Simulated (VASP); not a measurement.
# AlGa3N4: single point with PBEsol

AlGa3N4:

```
Al Ga N
1.0
     0.00000   -4.46763    0.00000
     0.00000    0.00000   -4.46763
     8.93526   -0.37215   -0.37215
Al Ga N
2 6 8
Direct
  0.93221 0.93221 0.81375
  0.97386 0.97386 0.31375
  0.49469 0.99469 0.06375
  0.45304 0.95304 0.56375
  0.99469 0.49469 0.06375
  0.95304 0.45304 0.56375
  0.43221 0.43221 0.81375
  0.47386 0.47386 0.31375
  0.22904 0.73910 0.19127
  0.18739 0.69745 0.69127
  0.73910 0.22904 0.19127
  0.69745 0.18739 0.69127
  0.16698 0.16698 0.93623
  0.20863 0.20863 0.43623
  0.67704 0.67704 0.93623
  0.71869 0.71869 0.43623
```

This cell differs from its parent crystal: the part above a cut slid along it.

```yaml
Program: VASP 6.6.1
Task: single point
Functional: PBEsol
Potentials_or_basis: VASP PAW PBE potentials, release 64 (Al, Ga_d, N)
Cutoff: 520 eV
k_mesh: 6 × 6 × 3
Occupations: gaussian, width 0.05 eV
Spin: no spin polarisation
Dipole_correction: no
Further_INCAR_settings: LREAL = Auto; ALGO = Normal; EDIFF = 1e-07; NBANDS = 76
```

```json
{"Pressure": "-1.0 GPa", "Largest force": "1.876 eV/Å", "Band gap on the k mesh": "1.88 eV"}
```

Forces on the atoms (eV/Å):
```
Al  -0.226 -0.101 -0.101
Al   0.093  0.077  0.077
Ga  -0.392  1.004  1.006
Ga   0.070  0.025  0.009
Ga  -0.392  1.006  1.004
Ga   0.070  0.009  0.025
Ga  -0.264 -0.087 -0.087
Ga   0.081  0.061  0.061
N    0.152  0.362  0.379
N   -0.097 -0.123 -0.111
N    0.152  0.379  0.362
N   -0.097 -0.111 -0.123
N    0.557 -1.252 -1.252
N   -0.062  0.021  0.021
N    0.403 -1.295 -1.295
N   -0.047  0.026  0.026
```

Stress tensor (GPa, compression positive):
```
 0.64  5.09  5.09
 5.09 -1.87 -1.31
 5.09 -1.31 -1.87
```

Levels at points of the mesh, in eV from the valence-band top:
| k point | band 59 | band 60 | band 61 | band 62 | band 63 | band 64 | band 65 | band 66 |
| --- | --- | --- | --- | --- | --- | --- | --- | --- |
| (0.00, 0.00, 0.00) | -1.26 | -0.42 | -0.10 | 0.00 | 1.88 | 2.70 | 2.96 | 3.08 |
| (0.50, 0.00, 0.00) | -1.16 | -1.05 | -0.82 | -0.64 | 4.32 | 4.44 | 5.50 | 5.58 |
| (0.50, 0.50, 0.00) | -0.78 | -0.70 | -0.57 | -0.49 | 4.19 | 4.66 | 4.79 | 5.74 |

Run time: 16 min on 1 thread of Oxide Virtual Turin-like Processor, with other jobs on the host, peak memory 0.43 GiB.

Caveat: the cell differs from its parent crystal (the part above a cut slid along it); the PAW data sets were made with another functional, which shifts forces and pressure a little.
